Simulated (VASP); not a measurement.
In: relaxation of shape and atoms at fixed volume with PBE+D3(BJ)

The system is In.

```
CELL_PARAMETERS angstrom
3.36173 0.00000 0.00000
-1.68086 2.91134 0.00000
0.00000 0.00000 5.52256
ATOMIC_POSITIONS crystal
In 0.33333 0.66667 0.25000
In 0.66667 0.33333 0.75000
```

This isn't the form of In at room conditions, which is tetragonal.

| Property | Result |
| --- | --- |
| Program | VASP 6.6.1 |
| Task | relaxation of shape and atoms at fixed volume |
| Functional | PBE |
| Dispersion | D3(BJ) |
| Potentials or basis | VASP PAW PBE potentials, release 64 (In_d) |
| Cutoff | 600 eV |
| k mesh | 15 × 15 × 8 |
| Occupations | gaussian, width 0.1 eV |
| Spin | no spin polarisation |
| Dipole correction | no |
| Further INCAR settings | ALGO = Fast; EDIFF = 1e-07; IBRION = 2; EDIFFG = -0.01; NSW = 50; ISIF = 4 |

| Item | Value |
| --- | --- |
| Energy gained by relaxing | 0.0 meV/atom |
| Ionic steps | 3 |
| Pressure after relaxing | -1.1 GPa |
| Band gap on the k mesh | zero (bands 13 and 14 overlap by 6.07 eV) |
| Dispersion energy per atom | -0.327 eV |

Final structure:
```
In
1.0
     3.36737    0.00000    0.00000
    -1.68369    2.91623    0.00000
     0.00000    0.00000    5.50406
In
2
Cartesian
  0.0000 1.9442 1.3760
  1.6837 0.9721 4.1280
```

Levels at points of the mesh, in eV from the Fermi level:
```csv
k point,band 9,band 10,band 11,band 12,band 13,band 14,band 15,band 16,band 17
"(0.00, 0.00, 0.00)",-14.33,-14.33,-9.34,-4.33,-3.26,8.11,8.11,9.92,9.93
"(0.00, 0.00, 0.50)",-14.39,-14.39,-7.99,-7.99,3.01,3.01,9.11,9.11,9.11
```

Wall time 5.4 min on 1 thread of Intel(R) Xeon(R) Platinum 8259CL CPU @ 2.50GHz (Skylake/Cascade Lake) (shared host), peak memory 0.29 GiB.

Caveat: spin-orbit coupling is left out, which moves the levels of the heavy elements.
